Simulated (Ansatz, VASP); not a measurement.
# One calculation of VN2, two programs

Contents of INCAR:

```
SYSTEM = VN2
  PREC = Accurate
  ENCUT = 520
  EDIFF = 1E-7
  ISMEAR = 0
  SIGMA = 0.2
  LREAL = .False.
  LASPH = .True.
  NELM = 60
  ALGO = Normal
  ISIF = 2
  LWAVE = .False.
  LCHARG = .False.
  GGA = PS
  NBANDS = 32
```

Contents of KPOINTS:

```
regular mesh
0
Gamma
  12 12 12
  0 0 0
```

File POSCAR:

```
VN2
1.0
   -2.1507500000      2.1507500000      2.4913500000
    2.1507500000     -2.1507500000      2.4913500000
    2.1507500000      2.1507500000     -2.4913500000
V N
2 4
Direct
    0.2500000000      0.2500000000      0.0000000000
    0.7500000000      0.7500000000      0.0000000000
    0.1151000000      0.6151000000      0.7302000000
    0.6151000000      0.8849000000      0.5000000000
    0.8849000000      0.3849000000      0.2698000000
    0.3849000000      0.1151000000      0.5000000000
```

Input for Ansatz:

```yaml
crystal:
  lattice:
    - [-2.15075, 2.15075, 2.49135]
    - [2.15075, -2.15075, 2.49135]
    - [2.15075, 2.15075, -2.49135]
  atoms:
    - { symbol: V, position: [0.25, 0.25, 0.0] }
    - { symbol: V, position: [0.75, 0.75, 0.0] }
    - { symbol: "N", position: [0.1151, 0.6151, 0.7302] }
    - { symbol: "N", position: [0.6151, 0.8849, 0.5] }
    - { symbol: "N", position: [0.8849, 0.3849, 0.2698] }
    - { symbol: "N", position: [0.3849, 0.1151, 0.5] }
basis:
  ecutwfc: 420
kpoints:
  mp_grid: { grid: [12, 12, 12] }
hamiltonian:
  xc: pbesol
scf:
  occupations: { method: gaussian, width: 0.2 }
output:
  forces: true
  stress: true
  eigenvalues: true
```

Alike in both runs: task single point; functional PBEsol; k mesh 12 × 12 × 12; occupations gaussian, width 0.2 eV; no spin polarisation.

```csv
,VASP,Ansatz
version,VASP 6.6.1,Ansatz 0.2.0
potentials or method,"VASP PAW PBE potentials, release 64 (V_sv, N), cutoff 520 eV","scalar-relativistic, plane waves, PAW"
valence electrons in the cell,46,46
```

|  | VASP | Ansatz | Ansatz less VASP |
| --- | --- | --- | --- |
| gap on the k mesh at the Fermi level (eV) | none | none | - |
| pressure (GPa) | -10.7 | -11.5 | -0.73 |
| traceless stress, the component that is largest in VASP (GPa) | -0.17 | 0.12 | +0.283 |
| rms of the force components (eV/Å) | 0.177 | 0.215 | +0.0380 |

VASP's potentials were made for PBE, not for PBEsol. Atom by atom the forces differ by 0.038 eV/Å (rms over components). A gap of «none» marks a metal or a gap that the smearing closes.
